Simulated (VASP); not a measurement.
# GaAs (I-4m2) in VASP: single point with r2SCAN

Aim: the single point of GaAs with r2SCAN.

All numbers are computed with VASP 6.6.1; they aren't measurements. Logs are shortened: lines on timing, memory, paths and dates and some standing lists are left out, and cuts for length are marked.

## 1. The cell of the first run

Symmetry: I-4m2, No. 119, tetragonal system. Conventional cell: a = 3.933 Å, b = 3.933 Å, c = 5.841 Å, α = 90.00°, β = 90.00°, γ = 90.00°. Ga (site symmetry -4m2) has 4 As at 2.45 Å within 3.2 Å. As (site symmetry -4m2) has 4 Ga at 2.45 Å within 3.2 Å.

## 2. Single point, r2SCAN

Contents of POSCAR:

```
GaAs
1.0
    0.0000000000      2.7812476708      2.9203100543
    2.7812476708      0.0000000000      2.9203100543
    2.7812476708      2.7812476708      0.0000000000
Ga As
1 1
Direct
    0.0000000000      0.0000000000      0.0000000000
    0.7500000000      0.7500000000      0.7500000000
```

Contents of INCAR.step1:

```
SYSTEM = GaAs
ALGO     = Normal         ! electronic algorithm
EDIFF    = 1E-4           ! SCF threshold, eV
ENCUT    = 520            ! plane-wave cutoff, eV
GGA      = PE             ! functional
ISMEAR   = 0              ! smearing method
LASPH    = .True.         ! aspherical terms in the spheres
LCHARG   = .False.        ! write CHGCAR
LREAL    = .False.        ! projectors in reciprocal space
LWAVE    = .True.         ! write WAVECAR
NBANDS   = 16             ! bands
NELM     = 60             ! most SCF steps
PREC     = Accurate       ! precision mode
SIGMA    = 0.05           ! smearing width, eV
```

Contents of INCAR.step2:

```
SYSTEM = GaAs
ALGO     = Normal         ! electronic algorithm
EDIFF    = 1E-7           ! SCF threshold, eV
ENCUT    = 520            ! plane-wave cutoff, eV
ISIF     = 2              ! what is computed and relaxed
ISMEAR   = 0              ! smearing method
ISTART   = 1            
LASPH    = .True.         ! aspherical terms in the spheres
LCHARG   = .False.        ! write CHGCAR
LMIXTAU  = .True.       
LREAL    = .False.        ! projectors in reciprocal space
LWAVE    = .False.        ! write WAVECAR
METAGGA  = R2SCAN         ! meta-GGA
NBANDS   = 16             ! bands
NELM     = 60             ! most SCF steps
PREC     = Accurate       ! precision mode
SIGMA    = 0.05           ! smearing width, eV
```

Contents of KPOINTS:

```
k-points
0
Gamma
  10 10 10
  0 0 0
```

Potentials or basis: VASP PAW PBE potentials, release 64 (Ga_d, As).

Started as:

```
cat potpaw_PBE.64/Ga_d/POTCAR potpaw_PBE.64/As/POTCAR > POTCAR
cp INCAR.step1 INCAR
mpirun -np 1 vasp_std > vasp.out
cp INCAR.step2 INCAR
mpirun -np 1 vasp_std > vasp.out
```

OUTCAR:

```text
SYSTEM = GaAs
   EDIFF = 1E-7
   ENCUT = 520
   ISIF = 2
   ISMEAR = 0
   ISTART = 1
   LASPH = .True.
   LREAL = .False.
   METAGGA = R2SCAN
   NELM = 60
   PREC = Accurate

 ion  position               nearest neighbor table
   1  0.000  0.000  0.000-   2 2.45   2 2.45   2 2.45   2 2.45
   2  0.750  0.750  0.750-   1 2.45   1 2.45   1 2.45   1 2.45

  LATTYP: Found a body centered tetragonal cell.
 ALAT       =     3.9332781764
 C/A-ratio  =     1.4849242405

  Lattice vectors:

 A1 = (  -2.7812476708,   0.0000000000,   2.9203100543)
 A2 = (   2.7812476708,   0.0000000000,   2.9203100543)
 A3 = (   0.0000000000,   2.7812476708,  -2.9203100543)

Analysis of symmetry for initial positions (statically):
=====================================================================
 Subroutine PRICEL returns:
 Original cell was already a primitive cell.

 Routine SETGRP: Setting up the symmetry group for a
 body centered tetragonal supercell.

 Subroutine GETGRP returns: Found  8 space group operations
 (whereof  8 operations were pure point group operations)
 out of a pool of 16 trial point group operations.

The static configuration has the point symmetry D_2d.

Analysis of symmetry for dynamics (positions and initial velocities):
=====================================================================
 Subroutine PRICEL returns:
 Original cell was already a primitive cell.

 Routine SETGRP: Setting up the symmetry group for a
 body centered tetragonal supercell.

 Subroutine GETGRP returns: Found  8 space group operations
 (whereof  8 operations were pure point group operations)
 out of a pool of 16 trial point group operations.

The dynamic configuration has the point symmetry D_2d.

 Subroutine INISYM returns: Found  8 space group operations
 (whereof  8 operations are pure point group operations),
 and found     1 'primitive' translations

----------------------------------------------------------------------------------------

                                     Primitive cell

  volume of cell :      45.1792

  direct lattice vectors                    reciprocal lattice vectors
     0.000000000  2.781247671  2.920310054    -0.179775431  0.179775431  0.171214697
     2.781247671  0.000000000  2.920310054     0.179775431 -0.179775431  0.171214697
     2.781247671  2.781247671  0.000000000     0.179775431  0.179775431 -0.171214697

  length of vectors
     4.032809123  4.032809123  3.933278176     0.306517347  0.306517347  0.306517347

  position of ions in fractional coordinates (direct lattice)
     0.000000000  0.000000000  0.000000000
     0.750000000  0.750000000  0.750000000

  ion indices of the primitive-cell ions
   primitive index   ion index
                 1           1
                 2           2

----------------------------------------------------------------------------------------

 KPOINTS: k-points

Automatic generation of k-mesh.
 Grid dimensions read from file:
 generate k-points for:   10   10   10

 Generating k-lattice:

  Cartesian coordinates                     Fractional coordinates (reciprocal lattice)
    -0.017977543  0.017977543  0.017121470     0.100000000  0.000000000  0.000000000
     0.017977543 -0.017977543  0.017121470     0.000000000  0.100000000  0.000000000
     0.017977543  0.017977543 -0.017121470    -0.000000000 -0.000000000  0.100000000

  Length of vectors
     0.030651735  0.030651735  0.030651735

  Shift w.r.t. Gamma in fractional coordinates (k-lattice)
     0.000000000  0.000000000  0.000000000

 Subroutine IBZKPT returns following result:
 ===========================================

 Found    102 irreducible k-points:

 Following reciprocal coordinates:
            Coordinates               Weight
  0.000000  0.000000  0.000000      1.000000
  0.100000 -0.000000  0.000000      8.000000
  0.200000 -0.000000  0.000000      8.000000
  0.300000 -0.000000  0.000000      8.000000
  0.400000 -0.000000  0.000000      8.000000
  0.500000 -0.000000  0.000000      4.000000
[... 16 lines left out ...]
  0.300000  0.300000  0.000000      2.000000
  0.400000  0.300000  0.000000      8.000000
 [... further k-points ...]
   k-points           NKPTS =    102   k-points in BZ     NKDIM =    102   number of bands    NBANDS=     16
   number of dos      NEDOS =    301   number of ions     NIONS =      2
   total plane-waves  NPLWV =  27000
   dimension x,y,z NGX =    30 NGY =   30 NGZ =   30
   dimension x,y,z NGXF=    60 NGYF=   60 NGZF=   60
   ions per type =               1   1
   NGX,Y,Z   is equivalent  to a cutoff of  12.37, 12.37, 12.68 a.u.
   NGXF,Y,Z  is equivalent  to a cutoff of  24.73, 24.73, 25.36 a.u.
 SYSTEM =  GaAs
   PREC   = accura    normal or accurate (medium, high low for compatibility)
   ISTART =      1    job   : 0-new  1-cont  2-samecut
   ICHARG =      0    charge: 1-file 2-atom 10-const
   ISPIN  =      1    spin polarized calculation?
   LNONCOLLINEAR =      F non collinear calculations
   LSORBIT =      F    spin-orbit coupling
   LASPH  =      T    aspherical Exc in radial PAW
   ENCUT  =  520.0 eV  38.22 Ry    6.18 a.u.   7.50  7.50  7.31*2*pi/ulx,y,z
   NELM   =     60;   NELMIN=  2; NELMDL=  0     # of ELM steps
   EDIFF  = 0.1E-06   stopping-criterion for ELM
   LREAL  =      F    real-space projection
   EDIFFG = 0.1E-05   stopping-criterion for IOM
   NSW    =      0    number of steps for IOM
   IBRION =     -1    ionic relax: 0-MD 1-quasi-New 2-CG
   NFREE  =      0    steps in history (QN), initial steepest desc. (CG)
   ISIF   =      2    stress and relaxation
   ISYM   =      2    0-nonsym 1-usesym 2-fastsym
   POTIM  = 0.5000    time-step for ionic-motion
   TEBEG  =    0.0;   TEEND  =   0.0 temperature during run
   PSTRESS=    0.0 pullay stress
   NELECT =      18.0000    total number of electrons
   NUPDOWN=      -1.0000    fix difference up-down
   EMIN   =  10.00;   EMAX   =-10.00  energy-range for DOS
   EFERMI =   0.00;   METHOD = LEGACY
   ISMEAR =     0;   SIGMA  =   0.05  broadening in eV -4-tet -1-fermi 0-gaus
   EFERMI_NEDOS =   21; number of points for ismear=-14 and -15
   IALGO  =     38    algorithm
   IMIX   =      4    mixing-type and parameters
     AMIX     =   0.40;   BMIX     =  1.00
     AMIX_MAG =   1.60;   BMIX_MAG =  1.00
  volume/ion in A,a.u.               =      22.59       152.44
  Fermi-wavevector in a.u.,A,eV,Ry     =   1.204628  2.276417 19.743799  1.451128
  Thomas-Fermi vector in A             =   2.340347
   LORBIT       =      0    0 simple, 1 ext, 2 COOP (PROOUT), +10 PAW based schemes
   METAGGA = R2SCAN    functional components
   LHFCALC =     F    Hartree Fock is set to
   AEXX    =    0.0000 exact exchange contribution
   IVDW    =     0    specifies the selected vdW correction
   LEPSILON=     F    determine dielectric tensor
   LRPA    =     F    only Hartree local field effects (RPA)
 non-spin polarized calculation
 Gauss-broadening in eV      SIGMA  =   0.05
  energy-cutoff  :      520.00
  volume of cell :       45.18
 maximum number of plane-waves:      1238
 NGX is ok and might be reduce to    30
   NGX = 15   NGY = 15   NGZ = 15

 number of electron      18.0000001 magnetization

 Free energy of the ion-electron system (eV)
  ---------------------------------------------------
  ext. energy  EPLUGINS =         0.00000000
  ---------------------------------------------------
  free energy    TOTEN  =       -27.03960549 eV

  energy without entropy =      -27.03960549  energy(sigma->0) =      -27.03960549

 E-fermi :   4.0531     XC(G=0): -10.2578

 val. band max:        3.7833412832   @ k =   0.0000   0.0000   0.0000
 cond. band min:       4.6544072527   @ k =   0.0000   0.0000   0.0000
 fundamental gap:      0.8710659695
 Fermi energy:         4.0530720386

 k-point     1 :       0.0000    0.0000    0.0000
  band No.  band energies     occupation
      1     -11.5653      2.00000
      2     -11.5528      2.00000
      3     -11.5528      2.00000
      4     -11.4720      2.00000
      5     -11.4646      2.00000
      6      -9.5264      2.00000
[... 8 lines left out ...]
     15      13.7707      0.00000
     16      14.8031      0.00000

 k-point     2 :       0.1000   -0.0000    0.0000
  band No.  band energies     occupation
      1     -11.5697      2.00000
      2     -11.5561      2.00000
      3     -11.5504      2.00000
      4     -11.4723      2.00000
      5     -11.4644      2.00000
      6      -9.4025      2.00000
[... 8 lines left out ...]
     15      13.2322      0.00000
     16      14.0450      0.00000

 k-point     3 :       0.2000   -0.0000    0.0000
  band No.  band energies     occupation
      1     -11.5919      2.00000
      2     -11.5520      2.00000
      3     -11.5444      2.00000
      4     -11.4729      2.00000
      5     -11.4635      2.00000
      6      -9.0471      2.00000
[... 8 lines left out ...]
     15      13.3933      0.00000
     16      13.5429      0.00000

 k-point     4 :       0.3000   -0.0000    0.0000
  band No.  band energies     occupation
      1     -11.6183      2.00000
      2     -11.5456      2.00000
      3     -11.5378      2.00000
      4     -11.4726      2.00000
      5     -11.4613      2.00000
      6      -8.5164      2.00000
[... 8 lines left out ...]
     15      13.5985      0.00000
     16      13.7104      0.00000
[... 324 lines left out ...]
 k-point    22 :      -0.2000    0.2000    0.0000
  band No.  band energies     occupation
      1     -11.6259      2.00000
      2     -11.5404      2.00000
      3     -11.5346      2.00000
      4     -11.4767      2.00000
      5     -11.4606      2.00000
      6      -8.3106      2.00000
[... 8 lines left out ...]
     15      14.9408      0.00000
     16      15.6883      0.00000

 k-point    23 :       0.3000    0.3000    0.0000
  band No.  band energies     occupation
      1     -11.6462      2.00000
      2     -11.5203      2.00000
      3     -11.5203      2.00000
      4     -11.4771      2.00000
      5     -11.4647      2.00000
      6      -8.2367      2.00000
[... 8 lines left out ...]
     15      16.1974      0.00000
     16      16.6008      0.00000

 k-point    24 :       0.4000    0.3000    0.0000
  band No.  band energies     occupation
      1     -11.6581      2.00000
      2     -11.5163      2.00000
      3     -11.5141      2.00000
      4     -11.4787      2.00000
      5     -11.4639      2.00000
      6      -7.7909      2.00000
[... 8 lines left out ...]
     15      16.7425      0.00000
     16      17.0403      0.00000

 [... further k-points ...]
[... 5 lines left out ...]
  --------------------------------------------------------------------------------------
  -------------------------------------------------------------------------------------
  Total        0.5101211      0.5101211     -0.5008300      0.0000000      0.0000000      0.0000000
  in kB       18.0902918     18.0902918    -17.7608052      0.0000000      0.0000000      0.0000000
  external PRESSURE =       6.1399261 kB  Pullay stress =       0.0000000 kB

 VOLUME and BASIS-vectors are now :
 -----------------------------------------------------------------------------
  energy-cutoff  :      520.00
  volume of cell :       45.18
      direct lattice vectors                 reciprocal lattice vectors
     0.000000000  2.781247671  2.920310054    -0.179775431  0.179775431  0.171214697
     2.781247671  0.000000000  2.920310054     0.179775431 -0.179775431  0.171214697
     2.781247671  2.781247671  0.000000000     0.179775431  0.179775431 -0.171214697

 POSITION                                       TOTAL-FORCE (eV/Angst)
 -----------------------------------------------------------------------------------
      0.00000      0.00000      0.00000         0.000000      0.000000      0.000000
      4.17187      4.17187      4.38047         0.000000     -0.000000      0.000000
 -----------------------------------------------------------------------------------
    total drift:                               -0.000011     -0.000011      0.000019

  FREE ENERGIE OF THE ION-ELECTRON SYSTEM (eV)
  ---------------------------------------------------
  free  energy   TOTEN  =       -27.0396054899 eV

  energy  without entropy=      -27.0396054899  energy(sigma->0) =      -27.03960549
```

Run time: 4.5 min. Hardware: 1 thread of Intel Xeon Platinum 8259CL at 2.50GHz (Skylake/Cascade Lake), shared host; peak memory 0.23 GiB.

What came out:

```
Free energy            : -27.0396 eV
Pressure               : 0.6 GPa
Band gap on the k mesh : 0.87 eV, direct
```

Stress tensor (GPa, compression positive):
```
 1.81  0.00  0.00
 0.00  1.81  0.00
 0.00  0.00 -1.78
```

Levels at points of the mesh, in eV from the valence-band top:
| k point | band 5 | band 6 | band 7 | band 8 | band 9 | band 10 | band 11 | band 12 | band 13 | band 14 |
| --- | --- | --- | --- | --- | --- | --- | --- | --- | --- | --- |
| (0.00, 0.00, 0.00) | -15.25 | -13.31 | -0.32 | 0.00 | 0.00 | 0.87 | 3.90 | 3.90 | 4.05 | 8.15 |
| (0.50, 0.00, 0.00) | -15.24 | -11.46 | -6.92 | -1.50 | -1.07 | 1.21 | 4.77 | 5.06 | 8.22 | 10.97 |
| (0.50, 0.50, 0.00) | -15.24 | -10.81 | -7.30 | -2.65 | -2.65 | 1.88 | 2.17 | 10.74 | 10.74 | 11.37 |
| (0.50, 0.00, 0.50) | -15.23 | -10.62 | -6.99 | -3.00 | -2.97 | 1.55 | 1.69 | 10.49 | 10.75 | 11.68 |

Caveat: the PAW data sets were made with another functional, which shifts forces and pressure a little. A k mesh can miss the band edges.
